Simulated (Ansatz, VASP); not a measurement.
**Two plane-wave programs on Sb**

```
CELL_PARAMETERS angstrom
3.06838 0.00000 0.00000
0.00000 3.06838 0.00000
0.00000 0.00000 3.06839
ATOMIC_POSITIONS crystal
Sb 0.00000 0.00000 0.00000
```

Alike in both runs: functional PBEsol; k mesh 8 × 8 × 8; occupations gaussian, width 0.1 eV; no spin polarisation.

Ansatz relaxed the structure, and its values are those at the end. VASP's run is a single point on that final structure, the one shown.

```csv
,VASP,Ansatz
version,VASP 6.6.1,Ansatz 0.2.0
potentials or method,"VASP PAW PBE potentials, release 64 (Sb), cutoff 520 eV","scalar-relativistic, plane waves, PAW"
valence electrons in the cell,5,15
```

```tsv
	VASP	Ansatz	Ansatz less VASP
gap on the k mesh at the Fermi level (eV)	none	none	-
pressure (GPa)	0.1	0.0	-0.13
```

VASP's potentials were made for PBE, not for PBEsol. A gap of «none» marks a metal or a gap that the smearing closes. VASP's potentials hold 5 valence electrons a cell and Ansatz's 15, so a difference there can come from the potentials and not from the codes. Ansatz's warnings: near symmetry operations not taken.

Spin-orbit coupling is off throughout.
